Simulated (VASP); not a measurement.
Runs of VASP 6.6.1 on BaZrO3. The structure is cubic, space group Pm-3m (No. 221). The conventional cell has a = 4.191 Å, b = 4.191 Å, c = 4.191 Å, α = 90.00°, β = 90.00°, γ = 90.00°. Ba (site symmetry m-3m) has 12 O at 2.96 Å and 8 Zr at 3.63 Å within 3.9 Å. Within 2.8 Å of Zr (site symmetry m-3m) lie 6 O at 2.10 Å. O (site symmetry 4/mmm) has 2 Zr at 2.10 Å within 2.8 Å. 

```csv
level,potentials or basis,gap on the mesh (eV),pressure (GPa)
revPBE,"VASP PAW PBE potentials, release 64 (Ba_sv, Zr_sv, O)",3.41,(b)
r2SCAN,"VASP PAW PBE potentials, release 64 (Ba_sv, Zr_sv, O)",(c),2.9
LDA,"VASP PAW LDA potentials, release 64 (Ba_sv, Zr_sv, O)",(a),-3.6
RPBE,"VASP PAW PBE potentials, release 64 (Ba_sv, Zr_sv, O)",3.43,8.9
```

Alike in all rows: task single point; no spin polarisation; cell as given; k mesh 3 × 3 × 3; cutoff (eV) 520; smearing gaussian 0.01 eV.

**Question.** Fill in the values left out.

**Answer.** (a) 3.25; (b) 7.9; (c) 3.92.

Caveats: all runs use coarse meshes; spin-orbit coupling is left out, which moves the levels of the heavy elements; the PAW data sets were made with another functional, which shifts forces and pressure a little (some runs).

A k mesh can miss the band edges, and the runs leave out spin-orbit coupling on Ba, Zr.
